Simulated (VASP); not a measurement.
# SBr3 (I4/mmm) in VASP: a series of runs

Runs on SBr3. Level: PBE. Tasks: single point.

Everything below comes from runs of VASP 6.6.1. Logs are shortened: lines on timing, memory, paths and dates and some standing lists are left out, and cuts for length are marked.

## 1. The cell of the first run

Symmetry: I4/mmm, No. 139, tetragonal system. Conventional cell: a = 3.934 Å, b = 3.934 Å, c = 16.455 Å, α = 90.00°, β = 90.00°, γ = 90.00°. Within 3.7 Å of Br (site symmetry 4/mmm) lie 4 S at 2.78 Å. Within 3.7 Å of Br (site symmetry -4m2) lie 4 Br at 2.78 Å. S (site symmetry 4/mmm) has 4 Br at 2.78 Å within 3.7 Å.

## 2. Single point, PBE

INCAR

```
PREC = Accurate
ENCUT = 520
EDIFF = 1E-6
ISMEAR = -1
SIGMA = 0.05
LREAL = F
LASPH = T
NELM = 60
ALGO = Normal
ISIF = 2
LWAVE = F
LCHARG = F
GGA = PE
NBANDS = 22
```

KPOINTS

```
Automatic mesh
0
Gamma
  10 10 10
```

POSCAR

```
SBr3
1.0
   -1.9670682325      1.9670682325      8.2275027810
    1.9670682325     -1.9670682325      8.2275027810
    1.9670682325      1.9670682325     -8.2275027810
Br S
3 1
Direct
    0.5000000000      0.5000000000      0.0000000000
    0.2500000000      0.7500000000      0.5000000000
    0.7500000000      0.2500000000      0.5000000000
    0.0000000000      0.0000000000      0.0000000000
```

Potentials or basis: VASP PAW PBE potentials, release 64 (Br, S).

Launch:

```bash
$ cat potpaw_PBE.64/Br/POTCAR potpaw_PBE.64/S/POTCAR > POTCAR
$ mpirun -np 1 vasp_std > vasp.out
```

OUTCAR:

```text
PREC = Accurate
   ENCUT = 520
   EDIFF = 1E-6
   ISMEAR = -1
   LREAL = F
   LASPH = T
   NELM = 60
   ISIF = 2
   GGA = PE

 ion  position               nearest neighbor table
   1  0.500  0.500  0.000-   4 2.78   4 2.78   4 2.78   4 2.78
   2  0.250  0.750  0.500-   3 2.78   3 2.78   3 2.78   3 2.78
   3  0.750  0.250  0.500-   2 2.78   2 2.78   2 2.78   2 2.78
   4  0.000  0.000  0.000-   1 2.78   1 2.78   1 2.78   1 2.78

  LATTYP: Found a body centered tetragonal cell.
 ALAT       =     3.9341364650
 C/A-ratio  =     4.1826219574

  Lattice vectors:

 A1 = (  -1.9670682325,   1.9670682325,   8.2275027810)
 A2 = (   1.9670682325,  -1.9670682325,   8.2275027810)
 A3 = (   1.9670682325,   1.9670682325,  -8.2275027810)

Analysis of symmetry for initial positions (statically):
=====================================================================
 Subroutine PRICEL returns:
 Original cell was already a primitive cell.

 Routine SETGRP: Setting up the symmetry group for a
 body centered tetragonal supercell.

 Subroutine GETGRP returns: Found 16 space group operations
 (whereof 16 operations were pure point group operations)
 out of a pool of 16 trial point group operations.

The static configuration has the point symmetry D_4h.

Analysis of symmetry for dynamics (positions and initial velocities):
=====================================================================
 Subroutine PRICEL returns:
 Original cell was already a primitive cell.

 Routine SETGRP: Setting up the symmetry group for a
 body centered tetragonal supercell.

 Subroutine GETGRP returns: Found 16 space group operations
 (whereof 16 operations were pure point group operations)
 out of a pool of 16 trial point group operations.

The dynamic configuration has the point symmetry D_4h.

 Subroutine INISYM returns: Found 16 space group operations
 (whereof 16 operations are pure point group operations),
 and found     1 'primitive' translations

----------------------------------------------------------------------------------------

                                     Primitive cell

  volume of cell :     127.3406

  direct lattice vectors                    reciprocal lattice vectors
    -1.967068232  1.967068232  8.227502781     0.000000000  0.254185387  0.060771781
     1.967068232 -1.967068232  8.227502781     0.254185387  0.000000000  0.060771781
     1.967068232  1.967068232 -8.227502781     0.254185387  0.254185387  0.000000000

  length of vectors
     8.685074374  8.685074374  8.685074374     0.261349231  0.261349231  0.359472422

  position of ions in fractional coordinates (direct lattice)
     0.500000000  0.500000000  0.000000000
     0.250000000  0.750000000  0.500000000
     0.750000000  0.250000000  0.500000000
     0.000000000  0.000000000  0.000000000

  ion indices of the primitive-cell ions
   primitive index   ion index
                 1           1
                 2           2
                 3           3
                 4           4

----------------------------------------------------------------------------------------

 KPOINTS: Automatic mesh

Automatic generation of k-mesh.
 Grid dimensions read from file:
 generate k-points for:   10   10   10

 Generating k-lattice:

  Cartesian coordinates                     Fractional coordinates (reciprocal lattice)
     0.000000000  0.025418539  0.006077178     0.100000000  0.000000000 -0.000000000
     0.025418539  0.000000000  0.006077178     0.000000000  0.100000000 -0.000000000
     0.025418539  0.025418539  0.000000000     0.000000000  0.000000000  0.100000000

  Length of vectors
     0.026134923  0.026134923  0.035947242

  Shift w.r.t. Gamma in fractional coordinates (k-lattice)
     0.000000000  0.000000000  0.000000000

 Subroutine IBZKPT returns following result:
 ===========================================

 Found    102 irreducible k-points:

 Following reciprocal coordinates:
            Coordinates               Weight
  0.000000  0.000000  0.000000      1.000000
  0.100000  0.000000  0.000000      8.000000
  0.200000  0.000000  0.000000      8.000000
  0.300000  0.000000  0.000000      8.000000
  0.400000 -0.000000  0.000000      8.000000
  0.500000 -0.000000  0.000000      4.000000
[... 16 lines left out ...]
  0.300000  0.300000  0.000000      8.000000
  0.400000  0.300000  0.000000     16.000000
 [... further k-points ...]
   k-points           NKPTS =    102   k-points in BZ     NKDIM =    102   number of bands    NBANDS=     22
   number of dos      NEDOS =    301   number of ions     NIONS =      4
   total plane-waves  NPLWV = 343000
   dimension x,y,z NGX =    70 NGY =   70 NGZ =   70
   dimension x,y,z NGXF=   140 NGYF=  140 NGZF=  140
   ions per type =               3   1
   NGX,Y,Z   is equivalent  to a cutoff of  13.40, 13.40, 13.40 a.u.
   NGXF,Y,Z  is equivalent  to a cutoff of  26.80, 26.80, 26.80 a.u.
 SYSTEM =  unknown system
   PREC   = accura    normal or accurate (medium, high low for compatibility)
   ISTART =      0    job   : 0-new  1-cont  2-samecut
   ICHARG =      2    charge: 1-file 2-atom 10-const
   ISPIN  =      1    spin polarized calculation?
   LNONCOLLINEAR =      F non collinear calculations
   LSORBIT =      F    spin-orbit coupling
   LASPH  =      T    aspherical Exc in radial PAW
   ENCUT  =  520.0 eV  38.22 Ry    6.18 a.u.  16.15 16.15 16.15*2*pi/ulx,y,z
   NELM   =     60;   NELMIN=  2; NELMDL= -5     # of ELM steps
   EDIFF  = 0.1E-05   stopping-criterion for ELM
   LREAL  =      F    real-space projection
   EDIFFG = 0.1E-04   stopping-criterion for IOM
   NSW    =      0    number of steps for IOM
   IBRION =     -1    ionic relax: 0-MD 1-quasi-New 2-CG
   NFREE  =      0    steps in history (QN), initial steepest desc. (CG)
   ISIF   =      2    stress and relaxation
   ISYM   =      2    0-nonsym 1-usesym 2-fastsym
   POTIM  = 0.5000    time-step for ionic-motion
   TEBEG  =    0.0;   TEEND  =   0.0 temperature during run
   PSTRESS=    0.0 pullay stress
   NELECT =      27.0000    total number of electrons
   NUPDOWN=      -1.0000    fix difference up-down
   EMIN   =  10.00;   EMAX   =-10.00  energy-range for DOS
   EFERMI =   0.00;   METHOD = LEGACY
   ISMEAR =    -1;   SIGMA  =   0.05  broadening in eV -4-tet -1-fermi 0-gaus
   EFERMI_NEDOS =   21; number of points for ismear=-14 and -15
   IALGO  =     38    algorithm
   IMIX   =      4    mixing-type and parameters
     AMIX     =   0.40;   BMIX     =  1.00
     AMIX_MAG =   1.60;   BMIX_MAG =  1.00
  volume/ion in A,a.u.               =      31.84       214.83
  Fermi-wavevector in a.u.,A,eV,Ry     =   0.976204  1.844758 12.965994  0.952974
  Thomas-Fermi vector in A             =   2.106804
   LORBIT       =      0    0 simple, 1 ext, 2 COOP (PROOUT), +10 PAW based schemes
   GGA     = PE    functional components
[... 5 lines left out ...]
 non-spin polarized calculation
  energy-cutoff  :      520.00
  volume of cell :      127.34
 maximum number of plane-waves:      3486
 NGX is ok and might be reduce to    70
   NGX = 33   NGY = 33   NGZ = 33

 number of electron      26.9999997 magnetization

 Free energy of the ion-electron system (eV)
  ---------------------------------------------------
  ext. energy  EPLUGINS =         0.00000000
  ---------------------------------------------------
  free energy    TOTEN  =        -7.30940389 eV

  energy without entropy =       -7.27809314  energy(sigma->0) =       -7.29374851

 E-fermi :   0.6828     XC(G=0):  -7.9430

 val. band max:        0.6548763567   @ k =  -0.4000   0.2000  -0.0000
 cond. band min:       0.6865498850   @ k =  -0.3000   0.4000   0.3000
 fundamental gap:      0.0316735283
 Fermi energy:         0.6827873282

 k-point     1 :       0.0000    0.0000    0.0000
  band No.  band energies     occupation
      1     -15.9206      2.00000
      2     -14.8360      2.00000
      3     -12.4051      2.00000
      4      -9.8535      2.00000
      5      -4.0376      2.00000
      6      -4.0376      2.00000
[... 14 lines left out ...]
     21      10.2499      0.00000
     22      10.3169      0.00000

 k-point     2 :       0.1000    0.0000    0.0000
  band No.  band energies     occupation
      1     -15.8556      2.00000
      2     -14.7921      2.00000
      3     -12.5256      2.00000
      4      -9.9665      2.00000
      5      -3.9521      2.00000
      6      -3.9459      2.00000
[... 14 lines left out ...]
     21      10.1787      0.00000
     22      10.3531      0.00000

 k-point     3 :       0.2000    0.0000    0.0000
  band No.  band energies     occupation
      1     -15.6630      2.00000
      2     -14.6693      2.00000
      3     -12.8591      2.00000
      4     -10.2625      2.00000
      5      -3.6968      2.00000
      6      -3.6757      2.00000
[... 14 lines left out ...]
     21       9.9404      0.00000
     22      10.0080      0.00000

 k-point     4 :       0.3000    0.0000    0.0000
  band No.  band energies     occupation
      1     -15.3508      2.00000
      2     -14.4983      2.00000
      3     -13.3378      2.00000
      4     -10.6343      2.00000
      5      -3.2758      2.00000
      6      -3.2389      2.00000
[... 14 lines left out ...]
     21       9.6203      0.00000
     22       9.7878      0.00000

 k-point     5 :       0.4000   -0.0000    0.0000
  band No.  band energies     occupation
      1     -14.9331      2.00000
      2     -14.3387      2.00000
      3     -13.8842      2.00000
      4     -10.9471      2.00000
      5      -2.6972      2.00000
      6      -2.6500      2.00000
[... 417 lines left out ...]
 k-point    22 :      -0.2000    0.2000    0.0000
  band No.  band energies     occupation
      1     -15.4263      2.00000
      2     -14.5250      2.00000
      3     -13.1430      2.00000
      4     -10.4606      2.00000
      5      -4.6969      2.00000
      6      -3.8102      2.00000
[... 14 lines left out ...]
     21       8.7887      0.00000
     22       9.9258      0.00000

 k-point    23 :       0.3000    0.3000    0.0000
  band No.  band energies     occupation
      1     -14.8991      2.00000
      2     -14.2681      2.00000
      3     -13.6637      2.00000
      4     -10.7113      2.00000
      5      -5.1794      2.00000
      6      -4.2817      2.00000
[... 14 lines left out ...]
     21       9.9567      0.00000
     22      10.2171      0.00000

 k-point    24 :       0.4000    0.3000    0.0000
  band No.  band energies     occupation
      1     -14.5914      2.00000
      2     -14.1689      2.00000
      3     -13.9313      2.00000
      4     -10.7639      2.00000
      5      -5.2305      2.00000
      6      -4.3990      2.00000
[... 14 lines left out ...]
     21       9.9277      0.00000
     22      10.1516      0.00000

 [... further k-points ...]

------------------------ aborting loop because EDIFF is reached ----------------------------------------

  FORCE on cell =-STRESS in cart. coord.  units (eV):
  Direction    XX          YY          ZZ          XY          YZ          ZX
  --------------------------------------------------------------------------------------
  -------------------------------------------------------------------------------------
  Total       -1.2576022     -1.2576022      0.1449296      0.0000000      0.0000000      0.0000000
  in kB      -15.8229328    -15.8229328      1.8234793      0.0000000      0.0000000      0.0000000
  external PRESSURE =      -9.9407954 kB  Pullay stress =       0.0000000 kB

 VOLUME and BASIS-vectors are now :
 -----------------------------------------------------------------------------
  energy-cutoff  :      520.00
  volume of cell :      127.34
      direct lattice vectors                 reciprocal lattice vectors
    -1.967068232  1.967068232  8.227502781     0.000000000  0.254185387  0.060771781
     1.967068232 -1.967068232  8.227502781     0.254185387  0.000000000  0.060771781
     1.967068232  1.967068232 -8.227502781     0.254185387  0.254185387  0.000000000

 POSITION                                       TOTAL-FORCE (eV/Angst)
 -----------------------------------------------------------------------------------
      0.00000      0.00000      8.22750        -0.000000      0.000000      0.000000
      1.96707      0.00000      4.11375         0.000000      0.000000      0.000000
      0.00000      1.96707      4.11375        -0.000000     -0.000000     -0.000000
      0.00000      0.00000      0.00000        -0.000000      0.000000      0.000000
 -----------------------------------------------------------------------------------
    total drift:                               -0.000000     -0.000000      0.000000

  FREE ENERGIE OF THE ION-ELECTRON SYSTEM (eV)
  ---------------------------------------------------
  free  energy   TOTEN  =        -7.3094038890 eV

  energy  without entropy=       -7.2780931405  energy(sigma->0) =       -7.29374851
```

Run time: 32 min. Hardware: 1 thread of Oxide Virtual Turin-like, shared host; peak memory 0.72 GiB.

Results:

```
Free energy            : -7.3094 eV
Pressure               : -1.0 GPa
Band gap on the k mesh : zero (an odd number of electrons rules out a gap without spin polarisation)
```

Caveat: an odd number of electrons without spin polarisation forces a metal; a magnetic or distorted state may lie lower.

## 3. Single point, PBE

This run uses another cell than the first one, of 32.45 Å³/atom.

INCAR

```
SYSTEM = SBr3
ALGO = Normal ; EDIFF = 1E-6
ENCUT = 520 ; GGA = PE
ISIF = 2 ; ISMEAR = -1
LASPH = .True. ; LCHARG = .False.
LREAL = .False. ; LWAVE = .False.
NBANDS = 22 ; NELM = 80
PREC = Accurate ; SIGMA = 0.05
```

KPOINTS

```
k-points
0
Gamma
  10 10 10
  0 0 0
```

POSCAR

```
SBr3
1.0
   -1.9795976674      1.9795976674      8.2799086703
    1.9795976674     -1.9795976674      8.2799086703
    1.9795976674      1.9795976674     -8.2799086703
Br S
3 1
Direct
    0.5000000000      0.5000000000      0.0000000000
    0.2500000000      0.7500000000      0.5000000000
    0.7500000000      0.2500000000      0.5000000000
    0.0000000000      0.0000000000      0.0000000000
```

Potentials or basis: VASP PAW PBE potentials, release 64 (Br, S).

Launch:

```bash
$ cat potpaw_PBE.64/Br/POTCAR potpaw_PBE.64/S/POTCAR > POTCAR
$ mpirun -np 1 vasp_std > vasp.out
```

It took 39 min on 1 thread of Oxide Virtual Turin-like, shared host; peak memory 0.74 GiB.

It converged, with:

```yaml
Free_energy: -7.2904 eV
Pressure: -1.5 GPa
Band_gap_on_the_k_mesh: zero (an odd number of electrons rules out a gap without spin polarisation)
```

Stress tensor (GPa, compression positive):
```
-2.34  0.00  0.00
 0.00 -2.34  0.00
 0.00  0.00  0.16
```

Levels at points of the mesh, in eV from the Fermi level:
```tsv
k point	band 11	band 12	band 13	band 14	band 15	band 16	band 17	band 18
(0.00, 0.00, 0.00)	-0.58	0.28	0.99	0.99	1.75	1.75	4.94	5.34
(0.50, 0.00, 0.00)	-2.34	-2.07	-1.96	-1.23	-1.15	-0.83	7.44	7.53
(0.50, 0.50, 0.00)	-1.97	-0.57	2.06	2.06	2.74	2.74	6.42	6.62
(0.50, 0.50, 0.50)	-0.58	0.27	0.99	0.99	1.75	1.75	5.31	5.72
```

Caveat: an odd number of electrons without spin polarisation forces a metal; a magnetic or distorted state may lie lower.
